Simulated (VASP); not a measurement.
# CrB2RuN (P4/mmm) in VASP: a series of runs

Runs on CrB2RuN. Level: PBE. Tasks: single point, relaxation of cell and atoms.

Everything below comes from runs of VASP 6.6.1. Logs are shortened: lines on timing, memory, paths and dates and some standing lists are left out, and cuts for length are marked.

### Step 1. The cell of the first run

It takes space group P4/mmm (No. 123, tetragonal). The conventional cell has a = 3.913 Å, b = 3.913 Å, c = 3.529 Å, α = 90.00°, β = 90.00°, γ = 90.00°. Within 2.3 Å of Cr (site symmetry 4/mmm) lie 2 N at 1.76 Å and 4 B at 1.96 Å. B (site symmetry mmm) has 2 Cr at 1.96 Å within 2.6 Å. Ru (site symmetry 4/mmm) has 8 B at 2.63 Å and 4 N at 2.77 Å and 8 Cr at 3.28 Å within 3.5 Å. N (site symmetry 4/mmm) has 2 Cr at 1.76 Å within 2.3 Å.

### Step 2. Single point, PBE, collinear spin, ferromagnetic start

The input, INCAR:

```
PREC     = Accurate       # precision mode
ENCUT    = 520            # plane-wave cutoff, eV
EDIFF    = 1E-7           # SCF threshold, eV
ISMEAR   = 0              # smearing method
SIGMA    = 0.1            # smearing width, eV
LREAL    = F              # projectors in reciprocal space
LASPH    = T              # aspherical terms in the spheres
NELM     = 150            # most SCF steps
ALGO     = Normal         # electronic algorithm
ISIF     = 2              # what is computed and relaxed
LWAVE    = F              # write WAVECAR
LCHARG   = F              # write CHGCAR
ISPIN    = 2              # spin polarisation
MAGMOM   = 3 0 0 1 0      # initial moments
LORBIT   = 11             # projections on sites
LMAXMIX  = 4              # l up to which the mixer works
GGA      = PE             # functional
NBANDS   = 30             # bands
```

The input, KPOINTS:

```
regular mesh
0
Gamma
  4 4 6
```

The input, POSCAR:

```
CrB2RuN
1.0
    3.9131084856      0.0000000000      0.0000000000
    0.0000000000      3.9131084856      0.0000000000
    0.0000000000      0.0000000000      3.5291793306
Cr B Ru N
1 2 1 1
Direct
    0.0000000000      0.0000000000      0.0000000000
    0.0000000000      0.5000000000      0.0000000000
    0.5000000000      0.0000000000      0.0000000000
    0.5000000000      0.5000000000      0.5000000000
    0.0000000000      0.0000000000      0.5000000000
```

Potentials or basis: VASP PAW PBE potentials, release 64 (Cr_pv, B, Ru_pv, N).

Run with:

```console
$ cat potpaw_PBE.64/Cr_pv/POTCAR potpaw_PBE.64/B/POTCAR potpaw_PBE.64/Ru_pv/POTCAR potpaw_PBE.64/N/POTCAR > POTCAR
$ mpirun -np 1 vasp_std > vasp.out
```

OUTCAR:

```text
PREC = Accurate
   ENCUT = 520
   EDIFF = 1E-7
   ISMEAR = 0
   LREAL = F
   LASPH = T
   NELM = 150
   ISIF = 2
   ISPIN = 2
   LORBIT = 11
   GGA = PE

 ion  position               nearest neighbor table
   1  0.000  0.000  0.000-   5 1.76   5 1.76   2 1.96   3 1.96   2 1.96   3 1.96
   2  0.000  0.500  0.000-   1 1.96   1 1.96   4 2.63   4 2.63   4 2.63   4 2.63
   3  0.500  0.000  0.000-   1 1.96   1 1.96   4 2.63   4 2.63   4 2.63   4 2.63
   4  0.500  0.500  0.500-   2 2.63   3 2.63   2 2.63   3 2.63   3 2.63   3 2.63   2 2.63   2 2.63

   5  0.000  0.000  0.500-   1 1.76   1 1.76

  LATTYP: Found a simple tetragonal cell.
 ALAT       =     3.9131084856
 C/A-ratio  =     0.9018864015

  Lattice vectors:

 A1 = (   3.9131084856,   0.0000000000,   0.0000000000)
 A2 = (   0.0000000000,   3.9131084856,   0.0000000000)
 A3 = (   0.0000000000,   0.0000000000,   3.5291793306)

Analysis of symmetry for initial positions (statically):
=====================================================================
 Subroutine PRICEL returns:
 Original cell was already a primitive cell.

 Routine SETGRP: Setting up the symmetry group for a
 simple tetragonal supercell.

 Subroutine GETGRP returns: Found 16 space group operations
 (whereof 16 operations were pure point group operations)
 out of a pool of 16 trial point group operations.

The static configuration has the point symmetry D_4h.

Analysis of symmetry for dynamics (positions and initial velocities):
=====================================================================
 Subroutine PRICEL returns:
 Original cell was already a primitive cell.

 Routine SETGRP: Setting up the symmetry group for a
 simple tetragonal supercell.

 Subroutine GETGRP returns: Found 16 space group operations
 (whereof 16 operations were pure point group operations)
 out of a pool of 16 trial point group operations.

The dynamic configuration has the point symmetry D_4h.

Analysis of structural, dynamic, and magnetic symmetry:
=====================================================================
 Subroutine PRICEL returns:
 Original cell was already a primitive cell.

 Routine SETGRP: Setting up the symmetry group for a
 simple tetragonal supercell.

 Subroutine GETGRP returns: Found 16 space group operations
 (whereof 16 operations were pure point group operations)
 out of a pool of 16 trial point group operations.

The overall configuration has the point symmetry D_4h.

 Subroutine INISYM returns: Found 16 space group operations
 (whereof 16 operations are pure point group operations),
 and found     1 'primitive' translations

----------------------------------------------------------------------------------------

                                     Primitive cell

  volume of cell :      54.0403

  direct lattice vectors                    reciprocal lattice vectors
     3.913108486  0.000000000  0.000000000     0.255551310  0.000000000  0.000000000
     0.000000000  3.913108486  0.000000000     0.000000000  0.255551310  0.000000000
     0.000000000  0.000000000  3.529179331     0.000000000  0.000000000  0.283351994

  length of vectors
     3.913108486  3.913108486  3.529179331     0.255551310  0.255551310  0.283351994

  position of ions in fractional coordinates (direct lattice)
     0.000000000  0.000000000  0.000000000
     0.000000000  0.500000000  0.000000000
     0.500000000  0.000000000  0.000000000
     0.500000000  0.500000000  0.500000000
     0.000000000  0.000000000  0.500000000

  ion indices of the primitive-cell ions
   primitive index   ion index
                 1           1
                 2           2
                 3           3
                 4           4
                 5           5

----------------------------------------------------------------------------------------

 KPOINTS: regular mesh

Automatic generation of k-mesh.
 Grid dimensions read from file:
 generate k-points for:    4    4    6

 Generating k-lattice:

  Cartesian coordinates                     Fractional coordinates (reciprocal lattice)
     0.063887828  0.000000000  0.000000000     0.250000000  0.000000000  0.000000000
     0.000000000  0.063887828  0.000000000     0.000000000  0.250000000  0.000000000
     0.000000000  0.000000000  0.047225332     0.000000000  0.000000000  0.166666667

  Length of vectors
     0.063887828  0.063887828  0.047225332

  Shift w.r.t. Gamma in fractional coordinates (k-lattice)
     0.000000000  0.000000000  0.000000000

 Subroutine IBZKPT returns following result:
 ===========================================

 Found     24 irreducible k-points:

 Following reciprocal coordinates:
            Coordinates               Weight
  0.000000  0.000000  0.000000      1.000000
  0.250000  0.000000  0.000000      4.000000
  0.500000  0.000000  0.000000      2.000000
  0.250000  0.250000  0.000000      4.000000
  0.500000  0.250000  0.000000      4.000000
  0.500000  0.500000  0.000000      1.000000
[... 16 lines left out ...]
  0.500000  0.250000  0.500000      4.000000
  0.500000  0.500000  0.500000      1.000000
   k-points           NKPTS =     24   k-points in BZ     NKDIM =     24   number of bands    NBANDS=     30
   number of dos      NEDOS =    301   number of ions     NIONS =      5
   total plane-waves  NPLWV =  25200
   dimension x,y,z NGX =    30 NGY =   30 NGZ =   28
   dimension x,y,z NGXF=    60 NGYF=   60 NGZF=   56
   ions per type =               1   2   1   1
   NGX,Y,Z   is equivalent  to a cutoff of  12.75, 12.75, 13.19 a.u.
   NGXF,Y,Z  is equivalent  to a cutoff of  25.49, 25.49, 26.38 a.u.
 SYSTEM =  unknown system
   PREC   = accura    normal or accurate (medium, high low for compatibility)
   ISTART =      0    job   : 0-new  1-cont  2-samecut
   ICHARG =      2    charge: 1-file 2-atom 10-const
   ISPIN  =      2    spin polarized calculation?
   LNONCOLLINEAR =      F non collinear calculations
   LSORBIT =      F    spin-orbit coupling
   LASPH  =      T    aspherical Exc in radial PAW
   ENCUT  =  520.0 eV  38.22 Ry    6.18 a.u.   7.28  7.28  6.56*2*pi/ulx,y,z
   NELM   =    150;   NELMIN=  2; NELMDL= -5     # of ELM steps
   EDIFF  = 0.1E-06   stopping-criterion for ELM
   LREAL  =      F    real-space projection
   EDIFFG = 0.1E-05   stopping-criterion for IOM
   NSW    =      0    number of steps for IOM
   IBRION =     -1    ionic relax: 0-MD 1-quasi-New 2-CG
   NFREE  =      0    steps in history (QN), initial steepest desc. (CG)
   ISIF   =      2    stress and relaxation
   ISYM   =      2    0-nonsym 1-usesym 2-fastsym
   POTIM  = 0.5000    time-step for ionic-motion
   TEBEG  =    0.0;   TEEND  =   0.0 temperature during run
   PSTRESS=    0.0 pullay stress
   NELECT =      37.0000    total number of electrons
   NUPDOWN=      -1.0000    fix difference up-down
   EMIN   =  10.00;   EMAX   =-10.00  energy-range for DOS
   EFERMI =   0.00;   METHOD = LEGACY
   ISMEAR =     0;   SIGMA  =   0.10  broadening in eV -4-tet -1-fermi 0-gaus
   EFERMI_NEDOS =   21; number of points for ismear=-14 and -15
   IALGO  =     38    algorithm
   IMIX   =      4    mixing-type and parameters
     AMIX     =   0.40;   BMIX     =  1.00
     AMIX_MAG =   1.60;   BMIX_MAG =  1.00
  volume/ion in A,a.u.               =      10.81        72.94
  Fermi-wavevector in a.u.,A,eV,Ry     =   1.442900  2.726686 28.326792  2.081960
  Thomas-Fermi vector in A             =   2.561368
   LORBIT       =     11    0 simple, 1 ext, 2 COOP (PROOUT), +10 PAW based schemes
   GGA     = PE    functional components
   LHFCALC =     F    Hartree Fock is set to
   AEXX    =    0.0000 exact exchange contribution
   IVDW    =     0    specifies the selected vdW correction
   LEPSILON=     F    determine dielectric tensor
   LRPA    =     F    only Hartree local field effects (RPA)
 spin polarized calculation
 Gauss-broadening in eV      SIGMA  =   0.10
  energy-cutoff  :      520.00
  volume of cell :       54.04
 maximum number of plane-waves:      1464
 NGX is ok and might be reduce to    30
   NGX = 15   NGY = 15   NGZ = 13

 number of electron      37.0000003 magnetization       1.5580444

 Free energy of the ion-electron system (eV)
  ---------------------------------------------------
  ext. energy  EPLUGINS =         0.00000000
  ---------------------------------------------------
  free energy    TOTEN  =       -34.11790758 eV

  energy without entropy =      -34.09546746  energy(sigma->0) =      -34.10668752

 E-fermi :   7.6269     XC(G=0): -12.2285

 val. band max:        7.6171184110   @ k =   0.5000   0.2500   0.3333
 cond. band min:       7.6314523967   @ k =   0.5000   0.2500   0.0000
 fundamental gap:      0.0143339857
 Fermi energy:         7.6269124076

 spin component 1

 k-point     1 :       0.0000    0.0000    0.0000
  band No.  band energies     occupation
      1     -35.8795      1.00000
      2     -35.5491      1.00000
      3     -35.5491      1.00000
      4     -35.3253      1.00000
      5     -35.2505      1.00000
      6     -35.2505      1.00000
[... 781 lines left out ...]
     29      17.1587      0.00000
     30      18.2240      0.00000
 Fermi energy:         7.6269124076

 spin component 2

 k-point     1 :       0.0000    0.0000    0.0000
  band No.  band energies     occupation
      1     -35.4032      1.00000
      2     -35.0072      1.00000
      3     -35.0072      1.00000
      4     -34.4707      1.00000
      5     -34.2819      1.00000
      6     -34.2818      1.00000
[... 781 lines left out ...]
     29      17.3356      0.00000
     30      18.3442      0.00000

------------------------ aborting loop because EDIFF is reached ----------------------------------------

  FORCE on cell =-STRESS in cart. coord.  units (eV):
  Direction    XX          YY          ZZ          XY          YZ          ZX
  --------------------------------------------------------------------------------------
  -------------------------------------------------------------------------------------
  Total       -0.0716885     -0.0716885     -0.0341309      0.0000000     -0.0000000      0.0000000
  in kB       -2.1254079     -2.1254079     -1.0119084      0.0000000     -0.0000000      0.0000000
  external PRESSURE =      -1.7542414 kB  Pullay stress =       0.0000000 kB

 VOLUME and BASIS-vectors are now :
 -----------------------------------------------------------------------------
  energy-cutoff  :      520.00
  volume of cell :       54.04
      direct lattice vectors                 reciprocal lattice vectors
     3.913108486  0.000000000  0.000000000     0.255551310  0.000000000  0.000000000
     0.000000000  3.913108486  0.000000000     0.000000000  0.255551310  0.000000000
     0.000000000  0.000000000  3.529179331     0.000000000  0.000000000  0.283351994

 POSITION                                       TOTAL-FORCE (eV/Angst)
 -----------------------------------------------------------------------------------
      0.00000      0.00000      0.00000         0.000000      0.000000      0.000000
      0.00000      1.95655      0.00000         0.000000      0.000000      0.000000
      1.95655      0.00000      0.00000         0.000000      0.000000      0.000000
      1.95655      1.95655      1.76459         0.000000      0.000000      0.000000
      0.00000      0.00000      1.76459         0.000000      0.000000      0.000000
 -----------------------------------------------------------------------------------
    total drift:                                0.000000      0.000000      0.000000

  FREE ENERGIE OF THE ION-ELECTRON SYSTEM (eV)
  ---------------------------------------------------
  free  energy   TOTEN  =       -34.1179075752 eV

  energy  without entropy=      -34.0954674576  energy(sigma->0) =      -34.10668752

 total charge

# of ion       s       p       d       tot
------------------------------------------
    1        0.516   6.629   4.686  11.832
    2        0.755   0.911   0.000   1.665
    3        0.755   0.911   0.000   1.665
    4        0.184   6.105   5.960  12.249
    5        1.348   2.272   0.000   3.620
--------------------------------------------------
tot          3.558  16.827  10.646  31.031

 magnetization (x)

# of ion       s       p       d       tot
------------------------------------------
    1        0.019   0.012   0.500   0.531
    2       -0.003  -0.031   0.000  -0.034
    3       -0.003  -0.031   0.000  -0.034
    4        0.001   0.003   1.191   1.194
    5       -0.004  -0.057   0.000  -0.060
--------------------------------------------------
tot          0.011  -0.104   1.691   1.597
```

It took 3 min on 1 thread of AMD EPYC 7R13, shared host; peak memory 0.2 GiB.

Results:

```yaml
Free_energy: -34.1179 eV
Pressure: -0.2 GPa
Net_moment: 1.56 μB per cell
Site_moments: Cr +0.53; B -0.03; Ru +1.19; N -0.06 μB
Valence_electrons_inside_the_program's_atomic_spheres: Cr 11.83; B 1.67; Ru 12.25; N 3.62
```

Stress tensor (GPa, compression positive):
```
-0.21  0.00  0.00
 0.00 -0.21  0.00
 0.00  0.00 -0.10
```

Caveat: the k points lie up to 0.40 Å⁻¹ apart; a cell with one magnetic atom can't hold antiferromagnetic order, which such compounds often take. With open d or f shells a metallic result of PBE can be an artefact of self-interaction; +U or a hybrid may open a gap.

(Part 1 of 2 ends here.)
